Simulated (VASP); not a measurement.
# Ag (P6_3/mmc) in VASP: notebook

The runs below take Ag through single point, relaxation of shape and atoms at fixed volume, with PBEsol, PBE.

All numbers are computed with VASP 6.6.1; they aren't measurements. Logs are shortened: lines on timing, memory, paths and dates and some standing lists are left out, and cuts for length are marked.

## 1. The cell of the first run

Symmetry: P6_3/mmc, No. 194, hexagonal system. Conventional cell: a = 2.871 Å, b = 2.871 Å, c = 9.338 Å, α = 90.00°, β = 90.00°, γ = 120.00°. Within 3.8 Å of Ag (site symmetry -6m2) lie 12 Ag at 2.86 to 2.87 Å. Within 3.8 Å of Ag (site symmetry -3m) lie 12 Ag at 2.86 to 2.87 Å.

This isn't the form of Ag at room conditions, which is fcc.

## 2. Single point, PBEsol

Contents of INCAR:

```
SYSTEM = Ag
PREC = Accurate ; ENCUT = 520
EDIFF = 1E-6 ; ISMEAR = 0
SIGMA = 0.1 ; LREAL = .FALSE.
LASPH = .TRUE. ; NELM = 100
ALGO = Fast ; ISIF = 2
LWAVE = .FALSE. ; LCHARG = .TRUE.
GGA = PS ; LELF = .TRUE.
LVHAR = .TRUE. ; NBANDS = 30
```

Contents of KPOINTS:

```
regular mesh
0
G
  18 18 4
  0 0 0
```

Contents of POSCAR:

```
Ag
1.0
    2.8709531720      0.0000000000      0.0000000000
   -1.4354765860      2.4863183800      0.0000000000
    0.0000000000      0.0000000000      9.3380588798
Ag
4
Direct
    0.3333333333      0.6666666667      0.2500000000
    0.6666666667      0.3333333333      0.7500000000
    0.0000000000      0.0000000000      0.0000000000
    0.0000000000      0.0000000000      0.5000000000
```

Potentials or basis: VASP PAW PBE potentials, release 64 (Ag).

Launch:

```console
cat potpaw_PBE.64/Ag/POTCAR > POTCAR
mpirun -np 1 vasp_std > vasp.out
```

OUTCAR:

```text
SYSTEM = Ag
   PREC = Accurate
   ENCUT = 520
   EDIFF = 1E-6
   ISMEAR = 0
   LREAL = .FALSE.
   LASPH = .TRUE.
   NELM = 100
   ISIF = 2
   GGA = PS

 ion  position               nearest neighbor table
   1  0.333  0.667  0.250-   3 2.86   4 2.86   3 2.86   4 2.86   3 2.86   4 2.86
   2  0.667  0.333  0.750-   3 2.86   4 2.86   3 2.86   4 2.86   3 2.86   4 2.86
   3  0.000  0.000  0.000-   1 2.86   2 2.86   1 2.86   2 2.86   2 2.86   1 2.86
   4  0.000  0.000  0.500-   1 2.86   2 2.86   1 2.86   2 2.86   2 2.86   1 2.86

  LATTYP: Found a hexagonal cell.
 ALAT       =     2.8709531720
 C/A-ratio  =     3.2525988131

  Lattice vectors:

 A1 = (   2.8709531720,   0.0000000000,   0.0000000000)
 A2 = (  -1.4354765860,   2.4863183800,   0.0000000000)
 A3 = (   0.0000000000,   0.0000000000,   9.3380588798)

Analysis of symmetry for initial positions (statically):
=====================================================================
 Subroutine PRICEL returns:
 Original cell was already a primitive cell.

 Routine SETGRP: Setting up the symmetry group for a
 hexagonal supercell.

 Subroutine GETGRP returns: Found 24 space group operations
 (whereof 12 operations were pure point group operations)
 out of a pool of 24 trial point group operations.

The static configuration has the point symmetry D_3d.
 The point group associated with its full space group is D_6h.

Analysis of symmetry for dynamics (positions and initial velocities):
=====================================================================
 Subroutine PRICEL returns:
 Original cell was already a primitive cell.

 Routine SETGRP: Setting up the symmetry group for a
 hexagonal supercell.

 Subroutine GETGRP returns: Found 24 space group operations
 (whereof 12 operations were pure point group operations)
 out of a pool of 24 trial point group operations.

The dynamic configuration has the point symmetry D_3d.
 The point group associated with its full space group is D_6h.

 Subroutine INISYM returns: Found 24 space group operations
 (whereof 12 operations are pure point group operations),
 and found     1 'primitive' translations

----------------------------------------------------------------------------------------

                                     Primitive cell

  volume of cell :      66.6560

  direct lattice vectors                    reciprocal lattice vectors
     2.870953172  0.000000000  0.000000000     0.348316374  0.201100553  0.000000000
    -1.435476586  2.486318380  0.000000000     0.000000000  0.402201105  0.000000000
     0.000000000  0.000000000  9.338058880     0.000000000  0.000000000  0.107088637
[... 92 lines left out ...]
   IBRION =     -1    ionic relax: 0-MD 1-quasi-New 2-CG
   NFREE  =      0    steps in history (QN), initial steepest desc. (CG)
   ISIF   =      2    stress and relaxation
   ISYM   =      2    0-nonsym 1-usesym 2-fastsym
   POTIM  = 0.5000    time-step for ionic-motion
   TEBEG  =    0.0;   TEEND  =   0.0 temperature during run
   PSTRESS=    0.0 pullay stress
   NELECT =      44.0000    total number of electrons
   NUPDOWN=      -1.0000    fix difference up-down
   EMIN   =  10.00;   EMAX   =-10.00  energy-range for DOS
   EFERMI =   0.00;   METHOD = LEGACY
   ISMEAR =     0;   SIGMA  =   0.10  broadening in eV -4-tet -1-fermi 0-gaus
   EFERMI_NEDOS =   21; number of points for ismear=-14 and -15
   IALGO  =     68    algorithm
   IMIX   =      4    mixing-type and parameters
     AMIX     =   0.40;   BMIX     =  1.00
     AMIX_MAG =   1.60;   BMIX_MAG =  1.00
  volume/ion in A,a.u.               =      16.66       112.45
  Fermi-wavevector in a.u.,A,eV,Ry     =   1.425430  2.693672 27.645008  2.031851
  Thomas-Fermi vector in A             =   2.545815
   LORBIT       =      0    0 simple, 1 ext, 2 COOP (PROOUT), +10 PAW based schemes
   GGA     = PS    functional components
   LHFCALC =     F    Hartree Fock is set to
   AEXX    =    0.0000 exact exchange contribution
   IVDW    =     0    specifies the selected vdW correction
   LEPSILON=     F    determine dielectric tensor
   LRPA    =     F    only Hartree local field effects (RPA)
 non-spin polarized calculation
 RMM-DIIS sequential band-by-band and
 Gauss-broadening in eV      SIGMA  =   0.10
  energy-cutoff  :      520.00
  volume of cell :       66.66
 maximum number of plane-waves:      1817
 NGX is ok and might be reduce to    24
   NGX = 11   NGY = 11   NGZ = 35

 number of electron      43.9999983 magnetization

 Free energy of the ion-electron system (eV)
  ---------------------------------------------------
  ext. energy  EPLUGINS =         0.00000000
  ---------------------------------------------------
  free energy    TOTEN  =       -13.22767832 eV

  energy without entropy =      -13.22357964  energy(sigma->0) =      -13.22562898

 E-fermi :   8.5558     XC(G=0): -12.5492

 val. band max:        8.5483578875   @ k =   0.3889   0.0556   0.0000
 cond. band min:       8.5680067283   @ k =   0.4444   0.0556   0.5000
 fundamental gap:      0.0196488408
 Fermi energy:         8.5557989369

 k-point     1 :       0.0000    0.0000    0.0000
  band No.  band energies     occupation
      1       0.5519      2.00000
      2       1.9930      2.00000
      3       1.9982      2.00000
      4       2.0167      2.00000
      5       3.6809      2.00000
      6       3.6809      2.00000
[... 781 lines left out ...]
     29      17.6173      0.00000
     30      18.7317      0.00000

 [... further k-points ...]

------------------------ aborting loop because EDIFF is reached ----------------------------------------

  FORCE on cell =-STRESS in cart. coord.  units (eV):
  Direction    XX          YY          ZZ          XY          YZ          ZX
  --------------------------------------------------------------------------------------
  -------------------------------------------------------------------------------------
  Total       -0.1103423     -0.1103423     -0.1144369      0.0000000      0.0000000      0.0000000
  in kB       -2.6522423     -2.6522423     -2.7506625      0.0000000      0.0000000      0.0000000
  external PRESSURE =      -2.6850490 kB  Pullay stress =       0.0000000 kB

 VOLUME and BASIS-vectors are now :
 -----------------------------------------------------------------------------
  energy-cutoff  :      520.00
  volume of cell :       66.66
      direct lattice vectors                 reciprocal lattice vectors
     2.870953172  0.000000000  0.000000000     0.348316374  0.201100553  0.000000000
    -1.435476586  2.486318380  0.000000000     0.000000000  0.402201105  0.000000000
     0.000000000  0.000000000  9.338058880     0.000000000  0.000000000  0.107088637

 POSITION                                       TOTAL-FORCE (eV/Angst)
 -----------------------------------------------------------------------------------
     -0.00000      1.65755      2.33451         0.000000      0.000000     -0.000000
      1.43548      0.82877      7.00354        -0.000000     -0.000000      0.000000
      0.00000      0.00000      0.00000         0.000000      0.000000      0.000000
      0.00000      0.00000      4.66903         0.000000      0.000000      0.000000
 -----------------------------------------------------------------------------------
    total drift:                               -0.000000      0.000000      0.000000

  FREE ENERGIE OF THE ION-ELECTRON SYSTEM (eV)
  ---------------------------------------------------
  free  energy   TOTEN  =       -13.2276783233 eV

  energy  without entropy=      -13.2235796365  energy(sigma->0) =      -13.22562898
```

OSZICAR:

```text
N       E                     dE             d eps       ncg     rms          rms(c)
DAV:   1     0.297453002362E+03    0.29745E+03   -0.22722E+04  6660   0.146E+03
DAV:   2    -0.789829035332E+01   -0.30535E+03   -0.28963E+03  6906   0.338E+02
DAV:   3    -0.146279634185E+02   -0.67297E+01   -0.66903E+01  7644   0.571E+01
DAV:   4    -0.146584275585E+02   -0.30464E-01   -0.30460E-01  7236   0.373E+00
DAV:   5    -0.146587201711E+02   -0.29261E-03   -0.29261E-03  7602   0.393E-01    0.118E+01
RMM:   6    -0.132819695671E+02    0.13768E+01   -0.39783E+00  6664   0.133E+01    0.691E+00
RMM:   7    -0.132422386975E+02    0.39731E-01   -0.12664E-01  6848   0.225E+00    0.382E+00
RMM:   8    -0.132279170106E+02    0.14322E-01   -0.10921E-02  7031   0.787E-01    0.466E-01
RMM:   9    -0.132276728873E+02    0.24412E-03   -0.19847E-03  7219   0.290E-01    0.106E-01
RMM:  10    -0.132276892379E+02   -0.16351E-04   -0.21801E-04  7320   0.834E-02    0.988E-02
RMM:  11    -0.132276801602E+02    0.90777E-05   -0.26987E-05  7294   0.312E-02    0.619E-02
RMM:  12    -0.132276778448E+02    0.23154E-05   -0.22084E-05  7212   0.315E-02    0.799E-03
RMM:  13    -0.132276783233E+02   -0.47851E-06   -0.26919E-06  4866   0.985E-03
   1 F= -.13227678E+02 E0= -.13225629E+02  d E =-.409869E-02
```

Wall time 2.6 min (1 thread of Intel Xeon Platinum 8259CL at 2.50GHz (Skylake/Cascade Lake), shared host); peak memory 0.3 GiB.

What came out:

| Property | Result |
| --- | --- |
| Free energy | -13.2277 eV |
| Pressure | -0.3 GPa |
| Band gap on the k mesh | zero (bands 22 and 23 overlap by 6.52 eV) |

Levels at points of the mesh, in eV from the Fermi level:
| k point | band 18 | band 19 | band 20 | band 21 | band 22 | band 23 | band 24 | band 25 | band 26 | band 27 |
| --- | --- | --- | --- | --- | --- | --- | --- | --- | --- | --- |
| (0.00, 0.00, 0.00) | -3.65 | -3.65 | -3.41 | -3.41 | -2.99 | -2.99 | -0.49 | 3.76 | 11.35 | 11.39 |
| (0.50, 0.00, 0.00) | -2.80 | -2.79 | -2.76 | -0.30 | 0.63 | 1.01 | 1.54 | 4.41 | 4.48 | 7.51 |
| (0.00, 0.00, 0.50) | -3.82 | -3.17 | -3.17 | -3.17 | -3.17 | -2.56 | -2.56 | 6.65 | 6.65 | 15.44 |
| (0.50, 0.00, 0.50) | -2.93 | -2.81 | -2.81 | 0.18 | 0.18 | 1.38 | 1.38 | 4.83 | 4.83 | 6.53 |

Caveat: the PAW data sets were made with another functional, which shifts forces and pressure a little.

## 3. Relaxation of shape and atoms at fixed volume, PBEsol (17.16 Å³/atom)

This run uses another cell than the first one, of 17.16 Å³/atom.

Contents of INCAR:

```
PREC = Accurate ; ENCUT = 600
EDIFF = 1E-6 ; ISMEAR = 0
SIGMA = 0.1 ; LREAL = F
LASPH = T ; NELM = 80
ALGO = Fast ; ISIF = 4
LWAVE = F ; LCHARG = F
GGA = PS ; IBRION = 2
NSW = 50 ; EDIFFG = -0.01
```

Contents of KPOINTS:

```
regular mesh
0
Gamma
  18 18 4
```

Contents of POSCAR:

```
Ag
1.0
    2.8993803003      0.0000000000      0.0000000000
   -1.4496901502      2.5109369953      0.0000000000
    0.0000000000      0.0000000000      9.4305209100
Ag
4
Direct
    0.3333333333      0.6666666667      0.2500000000
    0.6666666667      0.3333333333      0.7500000000
    0.0000000000      0.0000000000      0.0000000000
    0.0000000000      0.0000000000      0.5000000000
```

Potentials or basis: VASP PAW PBE potentials, release 64 (Ag).

Launch:

```console
cat potpaw_PBE.64/Ag/POTCAR > POTCAR
mpirun -np 1 vasp_std > vasp.out
```

Run time: 2.1 min. Hardware: 1 thread of AMD EPYC 9R45 (Zen 5), shared host; peak memory 0.3 GiB.

Results (log left out):

- Free energy: -13.2059 eV
- Pressure after relaxing: -3.4 GPa
- Band gap on the k mesh: zero (bands 22 and 23 overlap by 6.41 eV)

Final structure:
```xyz
4
Lattice="2.8994 0.0000 0.0000 -1.4497 2.5109 0.0000 0.0000 0.0000 9.4305" Properties=species:S:1:pos:R:3 pbc="T T T"
Ag    0.0000    1.6740    2.3576
Ag    1.4497    0.8370    7.0729
Ag    0.0000    0.0000    0.0000
Ag    0.0000    0.0000    4.7153
```

Levels at points of the mesh, in eV from the Fermi level:
```csv
k point,band 19,band 20,band 21,band 22,band 23,band 24,band 25,band 26
"(0.00, 0.00, 0.00)",-3.60,-3.37,-3.37,-2.97,-2.97,-0.41,3.59,11.14
"(0.50, 0.00, 0.00)",-2.79,-2.76,-0.24,0.68,0.97,1.50,4.24,4.32
"(0.00, 0.00, 0.50)",-3.14,-3.14,-3.14,-3.14,-2.47,-2.47,6.48,6.48
"(0.50, 0.00, 0.50)",-2.80,-2.80,0.20,0.20,1.35,1.35,4.68,4.68
```

Caveat: the relaxation stopped at its first step, so nothing moved; the PAW data sets were made with another functional, which shifts forces and pressure a little.

## 4. Relaxation of shape and atoms at fixed volume, PBEsol (17.66 Å³/atom)

This run uses another cell than the first one, of 17.66 Å³/atom.

Contents of INCAR:

```
SYSTEM = Ag
  PREC = Accurate
  ENCUT = 600
  EDIFF = 1E-6
  ISMEAR = 0
  SIGMA = 0.1
  LREAL = .False.
  LASPH = .True.
  NELM = 80
  ALGO = Fast
  ISIF = 4
  LWAVE = .False.
  LCHARG = .False.
  GGA = PS
  IBRION = 2
  NSW = 50
  EDIFFG = -0.01
```

Contents of KPOINTS:

```
regular mesh
0
Gamma
  18 18 4
  0 0 0
```

Contents of POSCAR:

```
Ag
1.0
    2.9272606674      0.0000000000      0.0000000000
   -1.4636303337      2.5350821014      0.0000000000
    0.0000000000      0.0000000000      9.5212045587
Ag
4
Direct
    0.3333333333      0.6666666667      0.2500000000
    0.6666666667      0.3333333333      0.7500000000
    0.0000000000      0.0000000000      0.0000000000
    0.0000000000      0.0000000000      0.5000000000
```

Launch:

```console
cat potpaw_PBE.64/Ag/POTCAR > POTCAR
mpirun -np 1 vasp_std > vasp.out
```

It took 2.1 min on 1 thread of AMD EPYC 9R45 (Zen 5), shared host; peak memory 0.3 GiB.

It converged, with:

- Free energy: -13.1478 eV
- Pressure after relaxing: -6.0 GPa
- Band gap on the k mesh: zero (bands 22 and 23 overlap by 6.31 eV)

Final structure:
```xyz
4
Lattice="2.9273 0.0000 0.0000 -1.4636 2.5351 0.0000 0.0000 0.0000 9.5212" Properties=species:S:1:pos:R:3 pbc="T T T"
Ag    0.0000    1.6901    2.3803
Ag    1.4636    0.8450    7.1409
Ag    0.0000    0.0000    0.0000
Ag    0.0000    0.0000    4.7606
```

Levels at points of the mesh, in eV from the Fermi level:
```csv
k point,band 20,band 21,band 22,band 23,band 24,band 25
"(0.00, 0.00, 0.00)",-3.34,-3.34,-2.96,-2.96,-0.33,3.44
"(0.50, 0.00, 0.00)",-2.76,-0.18,0.73,0.94,1.47,4.08
"(0.00, 0.00, 0.50)",-3.12,-3.12,-3.12,-2.39,-2.39,6.31
"(0.50, 0.00, 0.50)",-2.80,0.22,0.22,1.32,1.32,4.55
```

Caveat: the relaxation stopped at its first step, so nothing moved; the PAW data sets were made with another functional, which shifts forces and pressure a little.

(Part 1 of 2 ends here.)
